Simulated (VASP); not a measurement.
# SnO (Fm-3m) in VASP: further runs, part 2 of 2

VASP 6.6.1. The steps go on from the part before.

## (4) Relaxation of cell and atoms, LDA

This run uses another cell than the first one, of 16.75 Å³/atom.

File INCAR:

```
SYSTEM = SnO
PREC = Accurate ; ENCUT = 600
EDIFF = 1E-6 ; ISMEAR = -1
SIGMA = 0.02 ; LREAL = .FALSE.
LASPH = .TRUE. ; NELM = 60
ALGO = Normal ; ISIF = 3
LWAVE = .FALSE. ; LCHARG = .FALSE.
GGA = CA ; IBRION = 2
NSW = 80 ; EDIFFG = -0.005
```

File KPOINTS:

```
Automatic mesh
0
G
  8 8 8
  0 0 0
```

File POSCAR:

```
SnO
1.0
    0.0000000000      2.5587916806      2.5587916806
    2.5587916806      0.0000000000      2.5587916806
    2.5587916806      2.5587916806      0.0000000000
Sn O
1 1
Direct
    0.0000000000      0.0000000000      0.0000000000
    0.5000000000      0.5000000000      0.5000000000
```

Potentials or basis: VASP PAW LDA potentials, release 64 (Sn_d, O).

The run is started by

```console
cat potpaw_LDA.64/Sn_d/POTCAR potpaw_LDA.64/O/POTCAR > POTCAR
mpirun -np 1 vasp_std > vasp.out
```

OUTCAR:

```text
SYSTEM = SnO
   PREC = Accurate
   ENCUT = 600
   EDIFF = 1E-6
   ISMEAR = -1
   LREAL = .FALSE.
   LASPH = .TRUE.
   NELM = 60
   ISIF = 3
   GGA = CA
   IBRION = 2
   NSW = 80
   EDIFFG = -0.005

 ion  position               nearest neighbor table
   1  0.000  0.000  0.000-   2 2.56   2 2.56   2 2.56   2 2.56   2 2.56   2 2.56
   2  0.500  0.500  0.500-   1 2.56   1 2.56   1 2.56   1 2.56   1 2.56   1 2.56

  LATTYP: Found a face centered cubic cell.
 ALAT       =     5.1175833612

  Lattice vectors:

 A1 = (   0.0000000000,   2.5587916806,   2.5587916806)
 A2 = (   2.5587916806,   0.0000000000,   2.5587916806)
 A3 = (   2.5587916806,   2.5587916806,   0.0000000000)

Analysis of symmetry for initial positions (statically):
=====================================================================
 Subroutine PRICEL returns:
 Original cell was already a primitive cell.

 Routine SETGRP: Setting up the symmetry group for a
 face centered cubic supercell.

 Subroutine GETGRP returns: Found 48 space group operations
 (whereof 48 operations were pure point group operations)
 out of a pool of 48 trial point group operations.

The static configuration has the point symmetry O_h .

Analysis of symmetry for dynamics (positions and initial velocities):
=====================================================================
 Subroutine PRICEL returns:
 Original cell was already a primitive cell.

[... 232 lines left out ...]
  ext. energy  EPLUGINS =         0.00000000
  ---------------------------------------------------
  free energy    TOTEN  =       -11.95144236 eV

  energy without entropy =      -11.95144236  energy(sigma->0) =      -11.95144236

 E-fermi :   8.3912     XC(G=0): -11.4897

 val. band max:        7.9770023209   @ k =  -0.2500   0.2500   0.0000
 cond. band min:       8.8498630992   @ k =   0.5000   0.1250   0.0000
 fundamental gap:      0.8728607783
 Fermi energy:         8.3912439101

 k-point     1 :       0.0000    0.0000    0.0000
  band No.  band energies     occupation
      1     -13.2024      2.00000
      2     -13.2024      2.00000
      3     -13.2024      2.00000
      4     -13.1337      2.00000
      5     -13.1337      2.00000
      6     -10.6245      2.00000
      7       1.5326      2.00000
      8       4.6262      2.00000
      9       4.6262      2.00000
     10       4.6262      2.00000
     11      16.2254      0.00000
     12      16.2254      0.00000
     13      16.2254      0.00000
     14      18.3528      0.00000
[... 377 lines left out ...]
      1     -13.2835      2.00000
      2     -13.1901      2.00000
      3     -13.1554      2.00000
      4     -13.1472      2.00000
      5     -13.0966      2.00000
      6      -9.5749      2.00000
      7       0.0142      2.00000
      8       3.2627      2.00000
      9       4.1687      2.00000
     10       7.8240      2.00000
     11       9.1875      0.00000
     12      12.0747      0.00000
     13      12.9089      0.00000
     14      19.7481      0.00000

 [... further k-points ...]

------------------------ aborting loop because EDIFF is reached ----------------------------------------

  FORCE on cell =-STRESS in cart. coord.  units (eV):
  Direction    XX          YY          ZZ          XY          YZ          ZX
  --------------------------------------------------------------------------------------
  -------------------------------------------------------------------------------------
  Total       -0.0071993     -0.0071993     -0.0071993     -0.0000000      0.0000000      0.0000000
  in kB       -0.3709875     -0.3709875     -0.3709875     -0.0000000      0.0000000      0.0000000
  external PRESSURE =      -0.3709875 kB  Pullay stress =       0.0000000 kB
[... 17 lines left out ...]
  FREE ENERGIE OF THE ION-ELECTRON SYSTEM (eV)
  ---------------------------------------------------
  free  energy   TOTEN  =       -11.9514423610 eV

  energy  without entropy=      -11.9514423610  energy(sigma->0) =      -11.95144236

 reached required accuracy - stopping structural energy minimisation
```

CONTCAR:

```text
SnO
   1.00000000000000
     0.0000000000000000    2.4957678216968593    2.4957678216968593
     2.4957678216968593   -0.0000000000000000    2.4957678216968593
     2.4957678216968593    2.4957678216968593   -0.0000000000000000
  Sn              O
     1     1
Direct
     0.0000000000000000    0.0000000000000000    0.0000000000000000
     0.5000000000000000    0.5000000000000000    0.5000000000000000

  0.00000000E+00  0.00000000E+00  0.00000000E+00
  0.00000000E+00  0.00000000E+00  0.00000000E+00
```

It took 43 s on 1 thread of Intel Xeon 8259CL, shared host; peak memory 0.17 GiB.

What came out:

```
Free energy                           : -11.9514 eV
Relaxed volume                        : 15.55 Å³/atom
Relaxed cell                          : a = 3.530 Å, b = 3.530 Å, c = 3.530 Å, α = 60.00°, β = 60.00°, γ = 60.00°
Space group after relaxing (to 0.1 Å) : Fm-3m (No. 225)
Energy gained by relaxing             : 29.4 meV/atom
Ionic steps                           : 3
Pressure after relaxing               : 0.0 GPa
Band gap on the k mesh                : 0.87 eV (least direct gap 1.01 eV)
```

The path:
| step | energy change (eV) | largest force (eV/Å) | pressure (GPa) | volume (Å³) |
| --- | --- | --- | --- | --- |
| 1 | 0.0000 | 0.0000 | -7.30 | 33.51 |
| 2 | -0.0427 | 0.0000 | 4.68 | 29.94 |
| 3 | -0.0587 | 0.0000 | -0.04 | 31.09 |

Final structure:
```
CELL_PARAMETERS angstrom
0.00000 2.49577 2.49577
2.49577 0.00000 2.49577
2.49577 2.49577 0.00000
ATOMIC_POSITIONS crystal
Sn 0.00000 0.00000 0.00000
O 0.50000 0.50000 0.50000
```

Levels at points of the mesh, in eV from the valence-band top:
```csv
k point,band 7,band 8,band 9,band 10,band 11,band 12,band 13,band 14
"(0.00, 0.00, 0.00)",-6.44,-3.35,-3.35,-3.35,8.25,8.25,8.25,10.38
"(0.50, 0.00, 0.00)",-8.61,-3.11,-3.11,-0.67,1.13,4.57,4.57,10.02
"(0.50, 0.50, 0.00)",-6.72,-4.52,-4.52,-4.44,3.84,5.27,6.25,6.25
```

Caveat: spin-orbit coupling is left out, which moves the levels of the heavy elements. A k mesh can miss the band edges.

## (5) Relaxation of cell and atoms, r2SCAN

This run uses another cell than the first one, of 16.75 Å³/atom.

POSCAR is that of step 4.

File INCAR.step1:

```
  PREC = Accurate
  ENCUT = 600
  ISMEAR = -1
  SIGMA = 0.02
  LREAL = False
  LASPH = True
  NELM = 80
  GGA = PE
  ALGO = Normal
  EDIFF = 1E-4
  LWAVE = True
  LCHARG = False
```

File INCAR.step2:

```
  PREC = Accurate
  ENCUT = 600
  EDIFF = 1E-6
  ISMEAR = -1
  SIGMA = 0.02
  LREAL = False
  LASPH = True
  NELM = 80
  ALGO = Normal
  ISIF = 3
  LWAVE = False
  LCHARG = False
  METAGGA = R2SCAN
  LMIXTAU = True
  IBRION = 2
  NSW = 80
  EDIFFG = -0.005
  ISTART = 1
```

File KPOINTS:

```
Automatic mesh
0
Gamma
  8 8 8
```

Potentials or basis: VASP PAW PBE potentials, release 64 (Sn_d, O).

The run is started by

```console
cat potpaw_PBE.64/Sn_d/POTCAR potpaw_PBE.64/O/POTCAR > POTCAR
cp INCAR.step1 INCAR
mpirun -np 1 vasp_std > vasp.out
cp INCAR.step2 INCAR
mpirun -np 1 vasp_std > vasp.out
```

Wall time 3.3 min (1 thread of Intel Xeon 8259CL, shared host); peak memory 0.2 GiB.

The run converged. Its results:

| Property | Result |
| --- | --- |
| Free energy | -32.2583 eV |
| Relaxed volume | 16.35 Å³/atom |
| Relaxed cell | a = 3.589 Å, b = 3.589 Å, c = 3.589 Å, α = 60.00°, β = 60.00°, γ = 60.00° |
| Space group after relaxing (to 0.1 Å) | Fm-3m (No. 225) |
| Energy gained by relaxing | 3.1 meV/atom |
| Ionic steps | 3 |
| Pressure after relaxing | 0.0 GPa |
| Band gap on the k mesh | 1.00 eV |

The path:
```tsv
step	energy change (eV)	largest force (eV/Å)	pressure (GPa)	volume (Å³)
1	0.0000	0.0000	-2.40	33.51
2	-0.0047	0.0000	1.26	32.31
3	-0.0062	0.0000	0.01	32.69
```

Final structure:
```
Sn O
1.0
     0.00000    2.53793    2.53793
     2.53793    0.00000    2.53793
     2.53793    2.53793    0.00000
Sn O
1 1
Direct
  0.00000 0.00000 0.00000
  0.50000 0.50000 0.50000
```

Levels at points of the mesh, in eV from the valence-band top:
| k point | band 8 | band 9 | band 10 | band 11 | band 12 | band 13 |
| --- | --- | --- | --- | --- | --- | --- |
| (0.00, 0.00, 0.00) | -3.29 | -3.29 | -3.29 | 8.36 | 8.36 | 8.36 |
| (0.50, 0.00, 0.00) | -3.08 | -3.08 | -0.35 | 1.09 | 4.86 | 4.86 |
| (0.50, 0.50, 0.00) | -4.42 | -4.40 | -4.40 | 4.11 | 5.83 | 6.48 |

Caveat: the PAW data sets were made with another functional, which shifts forces and pressure a little; spin-orbit coupling is left out, which moves the levels of the heavy elements. A k mesh can miss the band edges.

## (6) Single point, PBE, non-collinear spin, zero start, spin-orbit coupling

This run uses another cell than the first one, of 16.33 Å³/atom.

File INCAR:

```
SYSTEM = SnO
  PREC = Accurate
  ENCUT = 520
  EDIFF = 1E-7
  ISMEAR = -1
  SIGMA = 0.02
  LREAL = .False.
  LASPH = .True.
  NELM = 150
  ALGO = Normal
  ISIF = 2
  LWAVE = .False.
  LCHARG = .False.
  LNONCOLLINEAR = .True.
  MAGMOM = 0 0 0 0 0 0
  LORBIT = 11
  LSORBIT = .True.
  GGA_COMPAT = .False.
  LORBMOM = .True.
  GGA = PE
  NBANDS = 32
```

File KPOINTS:

```
Automatic mesh
0
Gamma
  8 8 8
  0 0 0
```

File POSCAR:

```
SnO
1.0
    0.0000000000      2.5369732559      2.5369732559
    2.5369732559      0.0000000000      2.5369732559
    2.5369732559      2.5369732559      0.0000000000
Sn O
1 1
Direct
    0.0000000000      0.0000000000      0.0000000000
    0.5000000000      0.5000000000      0.5000000000
```

Potentials or basis: VASP PAW PBE potentials, release 64 (Sn_d, O).

The run is started by

```console
cat potpaw_PBE.64/Sn_d/POTCAR potpaw_PBE.64/O/POTCAR > POTCAR
mpirun -np 1 vasp_ncl > vasp.out
```

It took 97 s on 1 thread of Intel Xeon 8259CL, shared host; peak memory 0.26 GiB.

The run converged. Its results:

* Free energy: -10.5099 eV
* Pressure: 2.3 GPa
* Net moment: 0.00 μB per cell
* Valence electrons inside the program's atomic spheres: Sn 12.02; O 4.88

Moments on the atoms (μB; x, y, z):
```
Sn  0.00 0.00 0.00
O   0.00 0.00 0.00
```

## (7) The runs side by side

```csv
task,level,potentials or basis,spin,cell,k mesh,cutoff (eV),gap on the mesh (eV),pressure (GPa),relaxed volume (Å³/atom)
relaxation of cell and atoms,PBE,"VASP PAW PBE potentials, release 64 (Sn_d, O)",off,"relaxed from a = 2.901 Å, angles 60.0°, 2 atoms",10 × 10 × 10,600,0.63,0.0,16.17
relaxation of cell and atoms,PBEsol,"VASP PAW PBE potentials, release 64 (Sn_d, O)",off,"relaxed from a = 3.619 Å, angles 60.0°, 2 atoms",8 × 8 × 8,600,0.87,0.0,15.96
relaxation of cell and atoms,LDA,"VASP PAW LDA potentials, release 64 (Sn_d, O)",off,"relaxed from a = 3.619 Å, angles 60.0°, 2 atoms",8 × 8 × 8,600,0.87,0.0,15.55
relaxation of cell and atoms,r2SCAN,"VASP PAW PBE potentials, release 64 (Sn_d, O)",off,"relaxed from a = 3.619 Å, angles 60.0°, 2 atoms",8 × 8 × 8,600,1.00,0.0,16.35
single point,PBE,"VASP PAW PBE potentials, release 64 (Sn_d, O)","non-collinear, zero start, SOC","a = 3.588 Å, angles 60.0°, 2 atoms",8 × 8 × 8,520,-,2.3,-
```

Alike in all rows: smearing fermi-dirac 0.02 eV.

Caveats: spin-orbit coupling is left out, which moves the levels of the heavy elements (at least some runs); the PAW data sets were made with another functional, which shifts forces and pressure a little (at least some runs); the volume moved by over 15 % at a fixed basis, so the end points are rough (at least some runs).

Total energies depend on the potentials used, so only differences within one code and one set of settings carry meaning.
